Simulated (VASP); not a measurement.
Write the native input for VASP 6.6.1 that does the following.

```yaml
Task: single point
Functional: r2SCAN
Potentials_or_basis: VASP PAW PBE potentials, release 64 (Ge_d)
Cutoff: 520 eV
k_mesh: 7 × 7 × 4
Occupations: fermi-dirac, width 0.05 eV
Spin: no spin polarisation
Dipole_correction: no
Further_INCAR_settings: ALGO = Normal; EDIFF = 1e-07; NBANDS = 36
```

Ge:

```
Ge
1.0
     3.92982    0.00000    0.00000
    -1.96491    3.40332    0.00000
     0.00000    0.00000    6.48750
Ge
4
Direct
  0.66667 0.33333 0.06290
  0.33333 0.66667 0.56290
  0.66667 0.33333 0.43710
  0.33333 0.66667 0.93710
```

This isn't the form of Ge at room conditions, which is diamond.

The input as run:

POSCAR

```
Ge
1.0
    3.9298172131      0.0000000000      0.0000000000
   -1.9649086066      3.4033215095      0.0000000000
    0.0000000000      0.0000000000      6.4875025229
Ge
4
Direct
    0.6666666667      0.3333333333      0.0629010000
    0.3333333333      0.6666666667      0.5629010000
    0.6666666667      0.3333333333      0.4370990000
    0.3333333333      0.6666666667      0.9370990000
```

INCAR.step1

```
PREC = Accurate ; ENCUT = 520
ISMEAR = -1 ; SIGMA = 0.05
LREAL = F ; LASPH = T
NELM = 60 ; NBANDS = 36
GGA = PE ; ALGO = Normal
EDIFF = 1E-4 ; LWAVE = T
LCHARG = F
```

INCAR.step2

```
PREC = Accurate ; ENCUT = 520
EDIFF = 1E-7 ; ISMEAR = -1
SIGMA = 0.05 ; LREAL = F
LASPH = T ; NELM = 60
ALGO = Normal ; ISIF = 2
LWAVE = F ; LCHARG = T
METAGGA = R2SCAN ; LMIXTAU = T
LELF = T ; LVHAR = T
NBANDS = 36 ; ISTART = 1
```

KPOINTS

```
Automatic mesh
0
Gamma
  7 7 4
```

Potentials or basis: VASP PAW PBE potentials, release 64 (Ge_d).

Launch:

```bash
$ cat potpaw_PBE.64/Ge_d/POTCAR > POTCAR
$ cp INCAR.step1 INCAR
$ mpirun -np 1 vasp_std > vasp.out
$ cp INCAR.step2 INCAR
$ mpirun -np 1 vasp_std > vasp.out
```

Results of the run:

```json
{
 "Pressure": "4.1 GPa",
 "Largest force": "0.031 eV/Å",
 "Band gap on the k mesh": "0.20 eV"
}
```

Caveat: the cell stands under pressure; the PAW data sets were made with another functional, which shifts forces and pressure a little; an odd mesh through Γ misses points on the zone boundary, where band edges can lie.

Wall time 7.5 min on 1 thread of Intel Xeon 8259CL, on a shared host, peak memory 0.23 GiB.
